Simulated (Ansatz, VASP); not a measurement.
## Mg in VASP and in Ansatz

Contents of INCAR:

```
SYSTEM = Mg
PREC = Accurate ; ENCUT = 520
EDIFF = 1E-7 ; ISMEAR = -1
SIGMA = 0.05 ; LREAL = .FALSE.
LASPH = .TRUE. ; NELM = 100
ALGO = Normal ; ISIF = 2
LWAVE = .FALSE. ; LCHARG = .FALSE.
GGA = PE ; NBANDS = 9
```

File KPOINTS:

```
Automatic mesh
0
G
  10 10 5
  0 0 0
```

File POSCAR:

```
Mg
1.0
    3.2093000000      0.0000000000      0.0000000000
   -1.6046500000      2.7793353284      0.0000000000
    0.0000000000      0.0000000000      5.2103000000
Mg
2
Direct
    0.6716710000      0.3385810000      0.7543150000
    0.3365900000      0.6809960000      0.2431600000
```

input.yaml

```yaml
crystal:
  lattice:
    - [3.2093, 0.0, 0.0]
    - [-1.60465, 2.7793353284, 0.0]
    - [0.0, 0.0, 5.2103]
  atoms:
    - { symbol: Mg, position: [0.671671, 0.338581, 0.754315] }
    - { symbol: Mg, position: [0.33659, 0.680996, 0.24316] }
kpoints:
  mp_grid: { grid: [10, 10, 5] }
scf:
  occupations: { method: fermi_dirac, width: 0.05 }
hamiltonian:
  xc: pbe
  pseudopotentials: { kind: all_electron, lapw: { basis_error: 0.001 } }
output:
  forces: true
  stress: true
  eigenvalues: true
  populations: true
```

Change from the starting cell: atoms moved at random, drawn with an rms of 0.05 Å.

Alike in both runs: task single point; functional PBE; k mesh 10 × 10 × 5; occupations fermi-dirac, width 0.05 eV; no spin polarisation.

```csv
,VASP,Ansatz
version,VASP 6.6.1,Ansatz 0.2.0
potentials or method,"VASP PAW PBE potentials, release 64 (Mg), cutoff 520 eV","all-electron LAPW, scalar-relativistic"
```

Ansatz gave:

* gap on the k mesh at the Fermi level (eV): none
* pressure (GPa): -0.3
* traceless stress, the component that is largest in VASP (GPa): 0.80
* rms of the force components (eV/Å): 0.090

Task: What did VASP give for the same quantities?

Result: gap on the k mesh at the Fermi level (eV): none; pressure (GPa): -0.4; traceless stress, the component that is largest in VASP (GPa): 0.80; rms of the force components (eV/Å): 0.090.

Atom by atom the forces differ by 0.000 eV/Å (rms over components). A gap of «none» marks a metal or a gap that the smearing closes. Ansatz ran all-electron here, and VASP with PAW potentials.
